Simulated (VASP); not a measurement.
# MoW14 (a cell with a defect): single point with PBE

The system is MoW14 (a cell with a defect).

```
CELL_PARAMETERS angstrom
6.32000 0.00000 0.00000
0.00000 6.32000 0.00000
0.00000 0.00000 6.32000
ATOMIC_POSITIONS crystal
W 0.00232 0.00232 0.00232
W 0.49751 0.00262 0.00262
W 0.00262 0.49751 0.00262
W 0.00262 0.00262 0.49751
W 0.49772 0.49772 0.00220
W 0.49772 0.00220 0.49772
W 0.74984 0.25029 0.25029
W 0.00220 0.49772 0.49772
W 0.25029 0.74984 0.25029
W 0.25029 0.25029 0.74984
W 0.74978 0.74978 0.25004
W 0.74978 0.25004 0.74978
W 0.25004 0.74978 0.74978
W 0.74971 0.74971 0.74971
Mo 0.49755 0.49755 0.49755
```

```json
{
  "Program": "VASP 6.6.1",
  "Task": "single point",
  "Functional": "PBE",
  "Potentials or basis": "VASP PAW PBE potentials, release 64 (W_sv, Mo_sv)",
  "Cutoff": "520 eV",
  "k mesh": "3 × 3 × 3",
  "Occupations": "gaussian, width 0.1 eV",
  "Spin": "no spin polarisation"
}
```

```json
{
 "Pressure": "-0.4 GPa",
 "Largest force": "0.031 eV/Å"
}
```

Forces in eV/Å, atoms in the order of the input:
```
W    0.004  0.004  0.004
W   -0.017  0.018  0.018
W    0.018 -0.017  0.018
W    0.018  0.018 -0.017
W    0.000  0.000  0.000
W    0.000  0.000  0.000
W    0.000  0.004  0.004
W    0.000  0.000  0.000
W    0.004  0.000  0.004
W    0.004  0.004  0.000
W   -0.001 -0.001  0.001
W   -0.001  0.001 -0.001
W    0.001 -0.001 -0.001
W   -0.017 -0.017 -0.017
Mo  -0.012 -0.012 -0.012
```

Stress tensor (GPa, compression positive):
```
-0.39  0.05  0.05
 0.05 -0.39  0.05
 0.05  0.05 -0.39
```

Levels at points of the mesh, in eV from the Fermi level:
```csv
k point,band 103,band 104,band 105,band 106,band 107,band 108
"(0.00, 0.00, 0.00)",-0.11,-0.05,-0.05,1.07,1.07,1.08
```

Run time: 4.3 min on 1 thread of AMD EPYC 7R13 Processor (Zen 3) (shared host), peak memory 0.36 GiB.

Caveat: spin-orbit coupling is left out, which moves the levels of the heavy elements.
